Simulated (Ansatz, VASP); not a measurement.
## Two plane-wave programs on SnTe

```
CELL_PARAMETERS angstrom
2.26288 1.30647 3.73716
-2.26288 1.30647 3.73716
0.00000 -2.61295 3.73716
ATOMIC_POSITIONS crystal
Sn 0.31829 0.31829 0.31829
Te 0.80369 0.80369 0.80369
```

Change from the starting cell: the structure that the rattled cell fell into.

Alike in both runs: functional PBE; k mesh 12 × 12 × 12; occupations gaussian, width 0.02 eV; no spin polarisation.

Ansatz relaxed the structure, and its values are those at the end. VASP's run is a single point on that final structure, the one shown.

|  | VASP | Ansatz |
| --- | --- | --- |
| version | VASP 6.6.1 | Ansatz 0.2.0 |
| potentials or method | VASP PAW PBE potentials, release 64 (Sn_d, Te), cutoff 520 eV | scalar-relativistic, plane waves, PAW |
| valence electrons in the cell | 20 | 30 |

|  | VASP | Ansatz | Ansatz less VASP |
| --- | --- | --- | --- |
| gap on the k mesh at the Fermi level (eV) | 0.24 | 0.24 | -0.002 |
| least direct gap on the mesh (eV) | 0.24 | 0.24 | -0.002 |
| pressure (GPa) | 0.0 | 0.0 | +0.02 |
| rms of the force components (eV/Å) | 0.005 | 0.002 | -0.0028 |

VASP's potentials hold 20 valence electrons a cell and Ansatz's 30, so a difference there can come from the potentials and not from the codes.

Neither program's run includes spin-orbit coupling.
